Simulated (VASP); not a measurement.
# BN in VASP: further runs

BN is run at these levels: PBE; tasks: single point.

Everything below comes from runs of VASP 6.6.1. Logs are shortened: lines on timing, memory, paths and dates and some standing lists are left out, and cuts for length are marked.

## (1) The cell of the first run

It takes space group P6_3mc (No. 186, hexagonal). Conventional cell: a = 2.419 Å, b = 2.419 Å, c = 4.004 Å, α = 90.00°, β = 90.00°, γ = 120.00°. Within 2.0 Å of B (site symmetry 3m) lie 4 N at 1.48 to 1.50 Å. N (site symmetry 3m) has 4 B at 1.48 to 1.50 Å within 2.0 Å.

## (2) Single point, PBE

INCAR

```
SYSTEM = BN
PREC = Accurate
ENCUT = 520
EDIFF = 1E-6
ISMEAR = 0
SIGMA = 0.05
LREAL = .False.
LASPH = .True.
NELM = 100
ALGO = Normal
ISIF = 2
LWAVE = .False.
LCHARG = .False.
GGA = PE
NBANDS = 16
```

KPOINTS

```
Automatic mesh
0
Gamma
  12 12 8
  0 0 0
```

POSCAR

```
BN
1.0
    2.4192658644      0.0000000000      0.0000000000
   -1.2096329322      2.0951456971      0.0000000000
    0.0000000000      0.0000000000      4.0039654847
B N
2 2
Direct
    0.6666666700      0.3333333300      0.9997240000
    0.3333333300      0.6666666700      0.4997240000
    0.6666666700      0.3333333300      0.6252760000
    0.3333333300      0.6666666700      0.1252760000
```

Potentials or basis: VASP PAW PBE potentials, release 64 (B, N).

On the command line:

```sh
cat potpaw_PBE.64/B/POTCAR potpaw_PBE.64/N/POTCAR > POTCAR
mpirun -np 1 vasp_std > vasp.out
```

OUTCAR:

```text
SYSTEM = BN
   PREC = Accurate
   ENCUT = 520
   EDIFF = 1E-6
   ISMEAR = 0
   LREAL = .False.
   LASPH = .True.
   NELM = 100
   ISIF = 2
   GGA = PE

 ion  position               nearest neighbor table
   1  0.667  0.333  1.000-   4 1.48   4 1.48   4 1.48   3 1.50
   2  0.333  0.667  0.500-   3 1.48   3 1.48   3 1.48   4 1.50
   3  0.667  0.333  0.625-   2 1.48   2 1.48   2 1.48   1 1.50
   4  0.333  0.667  0.125-   1 1.48   1 1.48   1 1.48   2 1.50

  LATTYP: Found a hexagonal cell.
 ALAT       =     2.4192658644
 C/A-ratio  =     1.6550332659

  Lattice vectors:

 A1 = (   2.4192658644,   0.0000000000,   0.0000000000)
 A2 = (  -1.2096329322,   2.0951456971,   0.0000000000)
 A3 = (   0.0000000000,   0.0000000000,   4.0039654847)

Analysis of symmetry for initial positions (statically):
=====================================================================
 Subroutine PRICEL returns:
 Original cell was already a primitive cell.

 Routine SETGRP: Setting up the symmetry group for a
 hexagonal supercell.

 Subroutine GETGRP returns: Found 12 space group operations
 (whereof  6 operations were pure point group operations)
 out of a pool of 24 trial point group operations.

The static configuration has the point symmetry C_3v.
 The point group associated with its full space group is C_6v.

Analysis of symmetry for dynamics (positions and initial velocities):
=====================================================================
 Subroutine PRICEL returns:
 Original cell was already a primitive cell.

 Routine SETGRP: Setting up the symmetry group for a
 hexagonal supercell.

 Subroutine GETGRP returns: Found 12 space group operations
 (whereof  6 operations were pure point group operations)
 out of a pool of 24 trial point group operations.

The dynamic configuration has the point symmetry C_3v.
 The point group associated with its full space group is C_6v.

 Subroutine INISYM returns: Found 12 space group operations
 (whereof  6 operations are pure point group operations),
 and found     1 'primitive' translations

----------------------------------------------------------------------------------------

                                     Primitive cell

  volume of cell :      20.2950

  direct lattice vectors                    reciprocal lattice vectors
     2.419265864  0.000000000  0.000000000     0.413348535  0.238646888  0.000000000
    -1.209632932  2.095145697  0.000000000     0.000000000  0.477293776  0.000000000
     0.000000000  0.000000000  4.003965485     0.000000000  0.000000000  0.249752403

  length of vectors
     2.419265864  2.419265864  4.003965485     0.477293776  0.477293776  0.249752403

  position of ions in fractional coordinates (direct lattice)
     0.666666670  0.333333330  0.999724000
     0.333333330  0.666666670  0.499724000
     0.666666670  0.333333330  0.625276000
     0.333333330  0.666666670  0.125276000

  ion indices of the primitive-cell ions
   primitive index   ion index
                 1           1
                 2           2
                 3           3
                 4           4

----------------------------------------------------------------------------------------

 KPOINTS: Automatic mesh

Automatic generation of k-mesh.
 Grid dimensions read from file:
 generate k-points for:   12   12    8

 Generating k-lattice:

  Cartesian coordinates                     Fractional coordinates (reciprocal lattice)
     0.034445711  0.019887241  0.000000000     0.083333333  0.000000000  0.000000000
     0.000000000  0.039774481  0.000000000     0.000000000  0.083333333  0.000000000
     0.000000000  0.000000000  0.031219050     0.000000000  0.000000000  0.125000000

  Length of vectors
     0.039774481  0.039774481  0.031219050

  Shift w.r.t. Gamma in fractional coordinates (k-lattice)
     0.000000000  0.000000000  0.000000000

 Subroutine IBZKPT returns following result:
 ===========================================

 Found     95 irreducible k-points:

 Following reciprocal coordinates:
            Coordinates               Weight
  0.000000  0.000000  0.000000      1.000000
  0.083333  0.000000  0.000000      6.000000
  0.166667  0.000000  0.000000      6.000000
  0.250000  0.000000  0.000000      6.000000
  0.333333  0.000000  0.000000      6.000000
  0.416667 -0.000000  0.000000      6.000000
[... 16 lines left out ...]
  0.250000  0.000000  0.125000     12.000000
  0.333333  0.000000  0.125000     12.000000
 [... further k-points ...]
   k-points           NKPTS =     95   k-points in BZ     NKDIM =     95   number of bands    NBANDS=     16
   number of dos      NEDOS =    301   number of ions     NIONS =      4
   total plane-waves  NPLWV =   9720
   dimension x,y,z NGX =    18 NGY =   18 NGZ =   30
   dimension x,y,z NGXF=    36 NGYF=   36 NGZF=   60
   ions per type =               2   2
   NGX,Y,Z   is equivalent  to a cutoff of  12.37, 12.37, 12.46 a.u.
   NGXF,Y,Z  is equivalent  to a cutoff of  24.74, 24.74, 24.91 a.u.
 SYSTEM =  BN
   PREC   = accura    normal or accurate (medium, high low for compatibility)
   ISTART =      0    job   : 0-new  1-cont  2-samecut
   ICHARG =      2    charge: 1-file 2-atom 10-const
   ISPIN  =      1    spin polarized calculation?
   LNONCOLLINEAR =      F non collinear calculations
   LSORBIT =      F    spin-orbit coupling
   LASPH  =      T    aspherical Exc in radial PAW
   ENCUT  =  520.0 eV  38.22 Ry    6.18 a.u.   4.50  4.50  7.44*2*pi/ulx,y,z
   NELM   =    100;   NELMIN=  2; NELMDL= -5     # of ELM steps
   EDIFF  = 0.1E-05   stopping-criterion for ELM
   LREAL  =      F    real-space projection
   EDIFFG = 0.1E-04   stopping-criterion for IOM
   NSW    =      0    number of steps for IOM
   IBRION =     -1    ionic relax: 0-MD 1-quasi-New 2-CG
   NFREE  =      0    steps in history (QN), initial steepest desc. (CG)
   ISIF   =      2    stress and relaxation
   ISYM   =      2    0-nonsym 1-usesym 2-fastsym
   POTIM  = 0.5000    time-step for ionic-motion
   TEBEG  =    0.0;   TEEND  =   0.0 temperature during run
   PSTRESS=    0.0 pullay stress
   NELECT =      16.0000    total number of electrons
   NUPDOWN=      -1.0000    fix difference up-down
   EMIN   =  10.00;   EMAX   =-10.00  energy-range for DOS
   EFERMI =   0.00;   METHOD = LEGACY
   ISMEAR =     0;   SIGMA  =   0.05  broadening in eV -4-tet -1-fermi 0-gaus
   EFERMI_NEDOS =   21; number of points for ismear=-14 and -15
   IALGO  =     38    algorithm
   IMIX   =      4    mixing-type and parameters
     AMIX     =   0.40;   BMIX     =  1.00
     AMIX_MAG =   1.60;   BMIX_MAG =  1.00
  volume/ion in A,a.u.               =       5.07        34.24
  Fermi-wavevector in a.u.,A,eV,Ry     =   1.512349  2.857926 31.119250  2.287200
  Thomas-Fermi vector in A             =   2.622285
   LORBIT       =      0    0 simple, 1 ext, 2 COOP (PROOUT), +10 PAW based schemes
   GGA     = PE    functional components
   LHFCALC =     F    Hartree Fock is set to
   AEXX    =    0.0000 exact exchange contribution
   IVDW    =     0    specifies the selected vdW correction
   LEPSILON=     F    determine dielectric tensor
   LRPA    =     F    only Hartree local field effects (RPA)
 non-spin polarized calculation
 Gauss-broadening in eV      SIGMA  =   0.05
  energy-cutoff  :      520.00
  volume of cell :       20.29
 maximum number of plane-waves:       567
 NGX is ok and might be reduce to    18
   NGX =  9   NGY =  9   NGZ = 15

 number of electron      16.0000005 magnetization

 Free energy of the ion-electron system (eV)
  ---------------------------------------------------
  ext. energy  EPLUGINS =         0.00000000
  ---------------------------------------------------
  free energy    TOTEN  =       -34.01600317 eV

  energy without entropy =      -34.01600317  energy(sigma->0) =      -34.01600317

 E-fermi :   9.8311     XC(G=0): -13.5788

 val. band max:        9.5924592897   @ k =   0.0000   0.0000   0.0000
 cond. band min:      14.4691311918   @ k =   0.3333   0.3333   0.0000
 fundamental gap:      4.8766719021
 Fermi energy:         9.8311446711

 k-point     1 :       0.0000    0.0000    0.0000
  band No.  band energies     occupation
      1     -12.6920      2.00000
      2      -7.7966      2.00000
      3      -2.8769      2.00000
      4       7.1185      2.00000
      5       7.1185      2.00000
      6       9.2528      2.00000
[... 8 lines left out ...]
     15      22.8487      0.00000
     16      27.8238      0.00000

 k-point     2 :       0.0833    0.0000    0.0000
  band No.  band energies     occupation
      1     -12.5219      2.00000
      2      -7.6613      2.00000
      3      -2.7115      2.00000
      4       6.3573      2.00000
      5       6.7811      2.00000
      6       8.9735      2.00000
[... 8 lines left out ...]
     15      23.4547      0.00000
     16      27.4789      0.00000

 k-point     3 :       0.1667    0.0000    0.0000
  band No.  band energies     occupation
      1     -12.0154      2.00000
      2      -7.2718      2.00000
      3      -2.2214      2.00000
      4       4.5103      2.00000
      5       5.9987      2.00000
      6       7.4425      2.00000
[... 8 lines left out ...]
     15      24.7117      0.00000
     16      26.3775      0.00000

 k-point     4 :       0.2500    0.0000    0.0000
  band No.  band energies     occupation
      1     -11.1873      2.00000
      2      -6.6945      2.00000
      3      -1.4322      2.00000
      4       2.3051      2.00000
      5       5.1334      2.00000
      6       5.4925      2.00000
[... 8 lines left out ...]
     15      26.3680      0.00000
     16      27.0683      0.00000

 k-point     5 :       0.3333    0.0000    0.0000
  band No.  band energies     occupation
      1     -10.0734      2.00000
      2      -6.1252      2.00000
      3      -0.4980      2.00000
      4       0.4297      2.00000
      5       3.5081      2.00000
      6       4.4109      2.00000
[... 8 lines left out ...]
     15      27.7881      0.00000
     16      28.1108      0.00000

 k-point     6 :       0.4167   -0.0000    0.0000
  band No.  band energies     occupation
      1      -8.7755      2.00000
      2      -6.0603      2.00000
      3      -0.9390      2.00000
      4       0.8734      2.00000
      5       1.8468      2.00000
      6       3.9440      2.00000
[... 8 lines left out ...]
     15      27.6209      0.00000
     16      29.3781      0.00000
[... 267 lines left out ...]
 k-point    21 :       0.0833    0.0000    0.1250
  band No.  band energies     occupation
      1     -12.4171      2.00000
      2      -8.1016      2.00000
      3      -2.0894      2.00000
      4       6.4375      2.00000
      5       6.8611      2.00000
      6       8.4709      2.00000
[... 8 lines left out ...]
     15      23.5670      0.00000
     16      27.3443      0.00000

 k-point    22 :       0.1667    0.0000    0.1250
  band No.  band energies     occupation
      1     -11.9119      2.00000
      2      -7.6902      2.00000
      3      -1.6341      2.00000
      4       4.6009      2.00000
      5       6.0845      2.00000
      6       7.1688      2.00000
[... 8 lines left out ...]
     15      24.7708      0.00000
     16      26.5876      0.00000

 k-point    23 :       0.2500    0.0000    0.1250
  band No.  band energies     occupation
      1     -11.0862      2.00000
      2      -7.0670      2.00000
      3      -0.9360      2.00000
      4       2.4326      2.00000
      5       5.1988      2.00000
      6       5.2238      2.00000
[... 8 lines left out ...]
     15      26.1360      0.00000
     16      27.2202      0.00000

 k-point    24 :       0.3333    0.0000    0.1250
  band No.  band energies     occupation
      1      -9.9777      2.00000
      2      -6.4044      2.00000
      3      -0.4777      2.00000
      4       0.9141      2.00000
      5       3.1835      2.00000
      6       4.5043      2.00000
[... 8 lines left out ...]
     15      27.8428      0.00000
     16      28.1776      0.00000

 [... further k-points ...]

------------------------ aborting loop because EDIFF is reached ----------------------------------------

  FORCE on cell =-STRESS in cart. coord.  units (eV):
  Direction    XX          YY          ZZ          XY          YZ          ZX
  --------------------------------------------------------------------------------------
  -------------------------------------------------------------------------------------
  Total       10.3789300     10.3789300     10.4047014      0.0000000      0.0000000      0.0000000
  in kB      819.3604838    819.3604838    821.3949907      0.0000000      0.0000000      0.0000000
  external PRESSURE =     820.0386527 kB  Pullay stress =       0.0000000 kB

 VOLUME and BASIS-vectors are now :
 -----------------------------------------------------------------------------
  energy-cutoff  :      520.00
  volume of cell :       20.29
      direct lattice vectors                 reciprocal lattice vectors
     2.419265864  0.000000000  0.000000000     0.413348535  0.238646888  0.000000000
    -1.209632932  2.095145697  0.000000000     0.000000000  0.477293776  0.000000000
     0.000000000  0.000000000  4.003965485     0.000000000  0.000000000  0.249752403

 POSITION                                       TOTAL-FORCE (eV/Angst)
 -----------------------------------------------------------------------------------
      1.20963      0.69838      4.00286        -0.000000      0.000000     -0.130012
     -0.00000      1.39676      2.00088        -0.000000      0.000000     -0.130012
      1.20963      0.69838      2.50358         0.000000     -0.000000      0.130012
     -0.00000      1.39676      0.50160        -0.000000      0.000000      0.130012
 -----------------------------------------------------------------------------------
    total drift:                                0.000001     -0.000000      0.000383

  FREE ENERGIE OF THE ION-ELECTRON SYSTEM (eV)
  ---------------------------------------------------
  free  energy   TOTEN  =       -34.0160031651 eV

  energy  without entropy=      -34.0160031651  energy(sigma->0) =      -34.01600317
```

Run time: 15 s. Hardware: 1 thread of Intel Xeon 6975P-C, shared host; peak memory 0.14 GiB.

Results:

```yaml
Free_energy: -34.0160 eV
Pressure: 82.0 GPa
Largest_force: 0.130 eV/Å
Band_gap_on_the_k_mesh: 4.88 eV, indirect (least direct gap 8.99 eV)
```

Forces in eV/Å, atoms in the order of the input:
```
B    0.000  0.000 -0.130
B    0.000  0.000 -0.130
N    0.000  0.000  0.130
N    0.000  0.000  0.130
```

Stress tensor (GPa, compression positive):
```
81.94  0.00  0.00
 0.00 81.94  0.00
 0.00  0.00 82.14
```

A k mesh can miss the band edges.

[end of part 1 of 2]
